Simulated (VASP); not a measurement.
# FeO (Fm-3m) in VASP: notebook

FeO is run at these levels: PBE; tasks: single point.

All numbers are computed with VASP 6.6.1; they aren't measurements. Logs are shortened: lines on timing, memory, paths and dates and some standing lists are left out, and cuts for length are marked.

## (1) The cell of the first run

It takes space group Fm-3m (No. 225, cubic). The conventional cell has a = 3.966 Å, b = 3.966 Å, c = 3.966 Å, α = 90.00°, β = 90.00°, γ = 90.00°. Within 2.6 Å of Fe (site symmetry m-3m) lie 6 O at 1.98 Å. Within 2.6 Å of O (site symmetry m-3m) lie 6 Fe at 1.98 Å.

## (2) Single point, PBE, collinear spin, ferromagnetic start (strain -0.080 along x and y, -0.080 along z)

Contents of INCAR:

```
SYSTEM = FeO
PREC = Accurate
ENCUT = 600
EDIFF = 1E-6
ISMEAR = 0
SIGMA = 0.15
LREAL = .FALSE.
LASPH = .TRUE.
NELM = 200
ALGO = Normal
ISIF = 2
LWAVE = .FALSE.
LCHARG = .TRUE.
ISPIN = 2
MAGMOM = 3.79 0.35
LORBIT = 11
LMAXMIX = 4
GGA = PE
LELF = .TRUE.
LVHAR = .TRUE.
NBANDS = 18
GGA_COMPAT = .FALSE.
```

Contents of KPOINTS:

```
regular mesh
0
G
  20 20 20
  0 0 0
```

Contents of POSCAR:

```
FeO
1.0
    0.0000000000      1.9829680000      1.9829680000
    1.9829680000      0.0000000000      1.9829680000
    1.9829680000      1.9829680000      0.0000000000
Fe O
1 1
Direct
    0.0000000000      0.0000000000      0.0000000000
    0.5000000000      0.5000000000      0.5000000000
```

Potentials or basis: VASP PAW PBE potentials, release 64 (Fe, O).

The run is started by

```console
$ cat potpaw_PBE.64/Fe/POTCAR potpaw_PBE.64/O/POTCAR > POTCAR
$ mpirun -np 1 vasp_std > vasp.out
```

OUTCAR:

```text
SYSTEM = FeO
   PREC = Accurate
   ENCUT = 600
   EDIFF = 1E-6
   ISMEAR = 0
   LREAL = .FALSE.
   LASPH = .TRUE.
   NELM = 200
   ISIF = 2
   ISPIN = 2
   LORBIT = 11
   GGA = PE

 ion  position               nearest neighbor table
   1  0.000  0.000  0.000-   2 1.98   2 1.98   2 1.98   2 1.98   2 1.98   2 1.98
   2  0.500  0.500  0.500-   1 1.98   1 1.98   1 1.98   1 1.98   1 1.98   1 1.98

  LATTYP: Found a face centered cubic cell.
 ALAT       =     3.9659360000

  Lattice vectors:

 A1 = (   0.0000000000,   1.9829680000,   1.9829680000)
 A2 = (   1.9829680000,   0.0000000000,   1.9829680000)
 A3 = (   1.9829680000,   1.9829680000,   0.0000000000)

Analysis of symmetry for initial positions (statically):
=====================================================================
 Subroutine PRICEL returns:
 Original cell was already a primitive cell.

 Routine SETGRP: Setting up the symmetry group for a
 face centered cubic supercell.

 Subroutine GETGRP returns: Found 48 space group operations
 (whereof 48 operations were pure point group operations)
 out of a pool of 48 trial point group operations.

The static configuration has the point symmetry O_h .

Analysis of symmetry for dynamics (positions and initial velocities):
=====================================================================
 Subroutine PRICEL returns:
 Original cell was already a primitive cell.

 Routine SETGRP: Setting up the symmetry group for a
 face centered cubic supercell.

 Subroutine GETGRP returns: Found 48 space group operations
 (whereof 48 operations were pure point group operations)
 out of a pool of 48 trial point group operations.

The dynamic configuration has the point symmetry O_h .

Analysis of structural, dynamic, and magnetic symmetry:
=====================================================================
 Subroutine PRICEL returns:
 Original cell was already a primitive cell.

 Routine SETGRP: Setting up the symmetry group for a
 face centered cubic supercell.

 Subroutine GETGRP returns: Found 48 space group operations
 (whereof 48 operations were pure point group operations)
 out of a pool of 48 trial point group operations.

The overall configuration has the point symmetry O_h .

 Subroutine INISYM returns: Found 48 space group operations
 (whereof 48 operations are pure point group operations),
 and found     1 'primitive' translations

----------------------------------------------------------------------------------------

                                     Primitive cell

  volume of cell :      15.5947

  direct lattice vectors                    reciprocal lattice vectors
     0.000000000  1.982968000  1.982968000    -0.252147286  0.252147286  0.252147286
     1.982968000  0.000000000  1.982968000     0.252147286 -0.252147286  0.252147286
     1.982968000  1.982968000  0.000000000     0.252147286  0.252147286 -0.252147286

  length of vectors
     2.804340239  2.804340239  2.804340239     0.436731911  0.436731911  0.436731911

  position of ions in fractional coordinates (direct lattice)
     0.000000000  0.000000000  0.000000000
     0.500000000  0.500000000  0.500000000

  ion indices of the primitive-cell ions
   primitive index   ion index
                 1           1
                 2           2

----------------------------------------------------------------------------------------

 KPOINTS: regular mesh

Automatic generation of k-mesh.
 Grid dimensions read from file:
 generate k-points for:   20   20   20

 Generating k-lattice:

  Cartesian coordinates                     Fractional coordinates (reciprocal lattice)
    -0.012607364  0.012607364  0.012607364     0.050000000  0.000000000  0.000000000
     0.012607364 -0.012607364  0.012607364     0.000000000  0.050000000  0.000000000
     0.012607364  0.012607364 -0.012607364     0.000000000  0.000000000  0.050000000

  Length of vectors
     0.021836596  0.021836596  0.021836596

  Shift w.r.t. Gamma in fractional coordinates (k-lattice)
     0.000000000  0.000000000  0.000000000

 Subroutine IBZKPT returns following result:
 ===========================================

 Found    256 irreducible k-points:

 Following reciprocal coordinates:
            Coordinates               Weight
  0.000000  0.000000  0.000000      1.000000
  0.050000  0.000000  0.000000      8.000000
  0.100000  0.000000  0.000000      8.000000
  0.150000  0.000000  0.000000      8.000000
  0.200000  0.000000  0.000000      8.000000
  0.250000  0.000000  0.000000      8.000000
[... 16 lines left out ...]
 -0.400000  0.050000  0.000000     24.000000
 -0.350000  0.050000  0.000000     24.000000
 [... further k-points ...]
   k-points           NKPTS =    256   k-points in BZ     NKDIM =    256   number of bands    NBANDS=     18
   number of dos      NEDOS =    301   number of ions     NIONS =      2
   total plane-waves  NPLWV =  13824
   dimension x,y,z NGX =    24 NGY =   24 NGZ =   24
   dimension x,y,z NGXF=    48 NGYF=   48 NGZF=   48
   ions per type =               1   1
   NGX,Y,Z   is equivalent  to a cutoff of  14.23, 14.23, 14.23 a.u.
   NGXF,Y,Z  is equivalent  to a cutoff of  28.46, 28.46, 28.46 a.u.
 SYSTEM =  FeO
   PREC   = accura    normal or accurate (medium, high low for compatibility)
   ISTART =      0    job   : 0-new  1-cont  2-samecut
   ICHARG =      2    charge: 1-file 2-atom 10-const
   ISPIN  =      2    spin polarized calculation?
   LNONCOLLINEAR =      F non collinear calculations
   LSORBIT =      F    spin-orbit coupling
   LASPH  =      T    aspherical Exc in radial PAW
   ENCUT  =  600.0 eV  44.10 Ry    6.64 a.u.   5.60  5.60  5.60*2*pi/ulx,y,z
   NELM   =    200;   NELMIN=  2; NELMDL= -5     # of ELM steps
   EDIFF  = 0.1E-05   stopping-criterion for ELM
   LREAL  =      F    real-space projection
   EDIFFG = 0.1E-04   stopping-criterion for IOM
   NSW    =      0    number of steps for IOM
   IBRION =     -1    ionic relax: 0-MD 1-quasi-New 2-CG
   NFREE  =      0    steps in history (QN), initial steepest desc. (CG)
   ISIF   =      2    stress and relaxation
   ISYM   =      2    0-nonsym 1-usesym 2-fastsym
   POTIM  = 0.5000    time-step for ionic-motion
   TEBEG  =    0.0;   TEEND  =   0.0 temperature during run
   PSTRESS=    0.0 pullay stress
   NELECT =      14.0000    total number of electrons
   NUPDOWN=      -1.0000    fix difference up-down
   EMIN   =  10.00;   EMAX   =-10.00  energy-range for DOS
   EFERMI =   0.00;   METHOD = LEGACY
   ISMEAR =     0;   SIGMA  =   0.15  broadening in eV -4-tet -1-fermi 0-gaus
   EFERMI_NEDOS =   21; number of points for ismear=-14 and -15
   IALGO  =     38    algorithm
   IMIX   =      4    mixing-type and parameters
     AMIX     =   0.40;   BMIX     =  1.00
     AMIX_MAG =   1.60;   BMIX_MAG =  1.00
  volume/ion in A,a.u.               =       7.80        52.62
  Fermi-wavevector in a.u.,A,eV,Ry     =   1.579278  2.984402 33.934531  2.494118
  Thomas-Fermi vector in A             =   2.679681
   LORBIT       =     11    0 simple, 1 ext, 2 COOP (PROOUT), +10 PAW based schemes
   GGA     = PE    functional components
   LHFCALC =     F    Hartree Fock is set to
   AEXX    =    0.0000 exact exchange contribution
   IVDW    =     0    specifies the selected vdW correction
   LEPSILON=     F    determine dielectric tensor
   LRPA    =     F    only Hartree local field effects (RPA)
 spin polarized calculation
 Gauss-broadening in eV      SIGMA  =   0.15
  energy-cutoff  :      600.00
  volume of cell :       15.59
 maximum number of plane-waves:       534
   NGX = 11   NGY = 11   NGZ = 11

 number of electron      14.0000006 magnetization       3.2646971

 Free energy of the ion-electron system (eV)
  ---------------------------------------------------
  ext. energy  EPLUGINS =         0.00000000
  ---------------------------------------------------
  free energy    TOTEN  =       -14.14186387 eV

  energy without entropy =      -14.11991582  energy(sigma->0) =      -14.13088985

 E-fermi :   9.2655     XC(G=0): -13.6386

 val. band max:        9.2653608639   @ k =   0.5000   0.1500   0.0000
 cond. band min:       9.2666752669   @ k =  -0.4000   0.1500   0.0500
 fundamental gap:      0.0013144030
 Fermi energy:         9.2654609531

 spin component 1

 k-point     1 :       0.0000    0.0000    0.0000
  band No.  band energies     occupation
      1     -13.9231      1.00000
      2       4.3132      1.00000
      3       4.3132      1.00000
      4       4.3132      1.00000
      5       5.2891      1.00000
      6       5.2891      1.00000
[... 10 lines left out ...]
     17      35.1623      0.00000
     18      36.6677      0.00000

 k-point     2 :       0.0500    0.0000    0.0000
  band No.  band energies     occupation
      1     -13.8850      1.00000
      2       3.9846      1.00000
      3       4.0435      1.00000
      4       4.0435      1.00000
      5       5.3447      1.00000
      6       5.3447      1.00000
[... 10 lines left out ...]
     17      35.3652      0.00000
     18      37.6550      0.00000

 k-point     3 :       0.1000    0.0000    0.0000
  band No.  band energies     occupation
      1     -13.7727      1.00000
      2       3.2893      1.00000
      3       3.5308      1.00000
      4       3.5308      1.00000
      5       5.4459      1.00000
      6       5.4459      1.00000
[... 412 lines left out ...]
 k-point    23 :      -0.4000    0.0500    0.0000
  band No.  band energies     occupation
      1     -12.1853      1.00000
      2      -1.4245      1.00000
      3       1.0555      1.00000
      4       1.1196      1.00000
      5       6.5126      1.00000
      6       6.5822      1.00000
[... 10 lines left out ...]
     17      38.1322      0.00000
     18      39.8009      0.00000

 k-point    24 :      -0.3500    0.0500    0.0000
  band No.  band energies     occupation
      1     -12.4005      1.00000
      2      -0.9656      1.00000
      3       1.2172      1.00000
      4       1.3389      1.00000
      5       6.3493      1.00000
      6       6.4558      1.00000
[... 10 lines left out ...]
     17      38.7261      0.00000
     18      40.9267      0.00000

 [... further k-points ...]

 spin component 2

 k-point     1 :       0.0000    0.0000    0.0000
  band No.  band energies     occupation
      1     -13.5254      1.00000
      2       4.7256      1.00000
      3       4.7256      1.00000
      4       4.7256      1.00000
      5       7.8228      1.00000
      6       7.8231      1.00000
[... 10 lines left out ...]
     17      36.5870      0.00000
     18      37.7245      0.00000

 k-point     2 :       0.0500    0.0000    0.0000
  band No.  band energies     occupation
      1     -13.4872      1.00000
      2       4.4905      1.00000
      3       4.6104      1.00000
      4       4.6104      1.00000
      5       7.8729      1.00000
      6       7.8731      1.00000
[... 10 lines left out ...]
     17      36.7678      0.00000
     18      38.8351      0.00000

 k-point     3 :       0.1000    0.0000    0.0000
  band No.  band energies     occupation
      1     -13.3744      1.00000
      2       3.8858      1.00000
      3       4.3117      1.00000
      4       4.3118      1.00000
      5       8.0041      1.00000
      6       8.0043      1.00000
[... 412 lines left out ...]
 k-point    23 :      -0.4000    0.0500    0.0000
  band No.  band energies     occupation
      1     -11.7815      1.00000
      2      -0.8209      1.00000
      3       2.1902      1.00000
      4       2.2141      1.00000
      5       9.3444      0.22841
      6       9.3864      0.12703
[... 10 lines left out ...]
     17      38.6607      0.00000
     18      40.3981      0.00000

 k-point    24 :      -0.3500    0.0500    0.0000
  band No.  band energies     occupation
      1     -11.9972      1.00000
      2      -0.3533      1.00000
      3       2.3499      1.00000
      4       2.4152      1.00000
      5       9.1380      0.88525
      6       9.1591      0.84199
[... 10 lines left out ...]
     17      39.2528      0.00000
     18      41.5629      0.00000

 [... further k-points ...]

------------------------ aborting loop because EDIFF is reached ----------------------------------------

  FORCE on cell =-STRESS in cart. coord.  units (eV):
  Direction    XX          YY          ZZ          XY          YZ          ZX
  --------------------------------------------------------------------------------------
  -------------------------------------------------------------------------------------
  Total        6.3734395      6.3734395      6.3734395      0.0000000      0.0000000      0.0000000
  in kB      654.7979842    654.7979842    654.7979842      0.0000000      0.0000000      0.0000000
  external PRESSURE =     654.7979842 kB  Pullay stress =       0.0000000 kB

 VOLUME and BASIS-vectors are now :
 -----------------------------------------------------------------------------
  energy-cutoff  :      600.00
  volume of cell :       15.59
      direct lattice vectors                 reciprocal lattice vectors
     0.000000000  1.982968000  1.982968000    -0.252147286  0.252147286  0.252147286
     1.982968000  0.000000000  1.982968000     0.252147286 -0.252147286  0.252147286
     1.982968000  1.982968000  0.000000000     0.252147286  0.252147286 -0.252147286

 POSITION                                       TOTAL-FORCE (eV/Angst)
 -----------------------------------------------------------------------------------
      0.00000      0.00000      0.00000        -0.000000      0.000000      0.000000
      1.98297      1.98297      1.98297         0.000000     -0.000000     -0.000000
 -----------------------------------------------------------------------------------
    total drift:                                0.000000     -0.000000     -0.000000

  FREE ENERGIE OF THE ION-ELECTRON SYSTEM (eV)
  ---------------------------------------------------
  free  energy   TOTEN  =       -14.1418638691 eV

  energy  without entropy=      -14.1199158239  energy(sigma->0) =      -14.13088985

 total charge

# of ion       s       p       d       tot
------------------------------------------
    1        0.371   0.562   6.395   7.328
    2        1.564   3.552   0.000   5.116
--------------------------------------------------
tot          1.935   4.114   6.395  12.444

 magnetization (x)

# of ion       s       p       d       tot
------------------------------------------
    1        0.027   0.024   2.963   3.015
    2        0.036   0.167   0.000   0.203
--------------------------------------------------
tot          0.063   0.191   2.963   3.218
```

Run time: 57 s. Hardware: 1 thread of Intel Xeon 6975P-C (Granite Rapids), shared host; peak memory 0.26 GiB.

The run converged, but its numbers aren't listed here, since they failed a check.

Caveat: the cell differs from its parent crystal (strain -0.080 along x and y, -0.080 along z); a cell with one magnetic atom can't hold antiferromagnetic order, which such compounds often take; semilocal functionals often make such compounds metallic where correlation or magnetic order opens a gap, which also shifts bond lengths.

## (3) Single point, PBE, collinear spin, ferromagnetic start (strain -0.040 along x and y, -0.040 along z)

Contents of INCAR:

```
ALGO = Normal ; EDIFF = 1E-6
ENCUT = 600 ; GGA = PE
GGA_COMPAT = False ; ISIF = 2
ISMEAR = 0 ; ISPIN = 2
LASPH = True ; LCHARG = True
LELF = True ; LMAXMIX = 4
LORBIT = 11 ; LREAL = False
LVHAR = True ; LWAVE = False
MAGMOM = 3.79 0.35 ; NBANDS = 18
NELM = 200 ; PREC = Accurate
SIGMA = 0.15
```

Contents of KPOINTS:

```
k-points
0
Gamma
  20 20 20
```

Contents of POSCAR:

```
FeO
1.0
    0.0000000000      2.0691840000      2.0691840000
    2.0691840000      0.0000000000      2.0691840000
    2.0691840000      2.0691840000      0.0000000000
Fe O
1 1
Direct
    0.0000000000      0.0000000000      0.0000000000
    0.5000000000      0.5000000000      0.5000000000
```

Potentials or basis: VASP PAW PBE potentials, release 64 (Fe, O).

The run is started by

```console
$ cat potpaw_PBE.64/Fe/POTCAR potpaw_PBE.64/O/POTCAR > POTCAR
$ mpirun -np 1 vasp_std > vasp.out
```

Run time: 61 s. Hardware: 1 thread of Intel Xeon 6975P-C (Granite Rapids), shared host; peak memory 0.27 GiB.

It converged, with:

```
Free energy                                           : -14.7487 eV
Pressure                                              : 28.2 GPa
Net moment                                            : 3.91 μB per cell
Site moments                                          : Fe +3.53; O +0.30 μB
Valence electrons inside the program's atomic spheres : Fe 6.97; O 5.06
```

Levels at points of the mesh, in eV from the Fermi level:
Spin up:
```
           k point  band 5  band 6  band 7  band 8  band 9  band 10  band 11  band 12  band 13  band 14
(0.00, 0.00, 0.00)   -3.98   -3.98   -3.98   -3.67   -3.67     0.85    15.90    18.13    18.13    18.13
(0.50, 0.00, 0.00)   -2.94   -2.94   -2.31    0.11    0.11     4.44     9.73    13.50    13.50    21.27
(0.50, 0.50, 0.00)   -5.16   -3.18   -2.60   -2.60   -2.43     6.30     9.60    11.49    16.25    16.25
```
Spin down:
| k point | band 3 | band 4 | band 5 | band 6 | band 7 | band 8 |
| --- | --- | --- | --- | --- | --- | --- |
| (0.00, 0.00, 0.00) | -3.69 | -3.69 | -0.95 | -0.95 | -0.95 | 0.11 |
| (0.50, 0.00, 0.00) | -5.94 | -5.94 | 0.45 | 0.45 | 0.71 | 3.24 |
| (0.50, 0.50, 0.00) | -5.00 | -5.00 | -2.64 | 0.78 | 0.87 | 0.87 |

Caveat: the cell differs from its parent crystal (strain -0.040 along x and y, -0.040 along z); a cell with one magnetic atom can't hold antiferromagnetic order, which such compounds often take; semilocal functionals often make such compounds metallic where correlation or magnetic order opens a gap, which also shifts bond lengths.

## (4) Single point, PBE, collinear spin, ferromagnetic start (strain +0.080 along x and y, +0.080 along z)

Contents of INCAR:

```
  PREC = Accurate
  ENCUT = 600
  EDIFF = 1E-6
  ISMEAR = 0
  SIGMA = 0.15
  LREAL = False
  LASPH = True
  NELM = 200
  ALGO = Normal
  ISIF = 2
  LWAVE = False
  LCHARG = True
  ISPIN = 2
  MAGMOM = 3.79 0.35
  LORBIT = 11
  LMAXMIX = 4
  GGA = PE
  LELF = True
  LVHAR = True
  NBANDS = 18
  GGA_COMPAT = False
```

Contents of KPOINTS:

```
regular mesh
0
Gamma
  20 20 20
```

Contents of POSCAR:

```
FeO
1.0
    0.0000000000      2.3278320000      2.3278320000
    2.3278320000      0.0000000000      2.3278320000
    2.3278320000      2.3278320000      0.0000000000
Fe O
1 1
Direct
    0.0000000000      0.0000000000      0.0000000000
    0.5000000000      0.5000000000      0.5000000000
```

The run is started by

```console
$ cat potpaw_PBE.64/Fe/POTCAR potpaw_PBE.64/O/POTCAR > POTCAR
$ mpirun -np 1 vasp_std > vasp.out
```

Wall time 2.5 min (1 thread of Intel Xeon 6975P-C (Granite Rapids), shared host); peak memory 0.34 GiB.

Results (log left out):

```
Free energy                                           : -14.4320 eV
Pressure                                              : -25.6 GPa
Band gap on the k mesh                                : zero (filled and empty bands overlap)
Net moment                                            : 4.01 μB per cell
Site moments                                          : Fe +3.65; O +0.27 μB
Valence electrons inside the program's atomic spheres : Fe 6.44; O 4.88
```

Levels at points of the mesh, in eV from the Fermi level:
Spin up:
```tsv
k point	band 6	band 7	band 8	band 9	band 10	band 11	band 12	band 13
(0.00, 0.00, 0.00)	-3.64	-2.98	-2.98	-2.98	-0.86	14.67	15.32	15.32
(0.50, 0.00, 0.00)	-3.18	-2.69	-0.88	-0.88	3.60	6.49	11.01	11.01
(0.50, 0.50, 0.00)	-3.40	-3.22	-3.01	-3.01	3.81	7.41	9.76	12.28
```
Spin down:
```
           k point  band 1  band 2  band 3  band 4  band 5  band 6  band 7  band 8  band 9  band 10
(0.00, 0.00, 0.00)  -18.52   -2.50   -2.50   -2.50   -0.47   -0.47   -0.47   -0.09    0.27     0.27
(0.50, 0.00, 0.00)  -17.82   -6.24   -3.88   -3.88    0.26    0.26    0.40    2.06    2.06     4.06
(0.50, 0.50, 0.00)  -17.77   -5.34   -3.42   -3.42   -1.36    0.49    0.49    0.63    0.70     5.13
```

Caveat: the cell differs from its parent crystal (strain +0.080 along x and y, +0.080 along z); a cell with one magnetic atom can't hold antiferromagnetic order, which such compounds often take; semilocal functionals often make such compounds metallic where correlation or magnetic order opens a gap, which also shifts bond lengths.
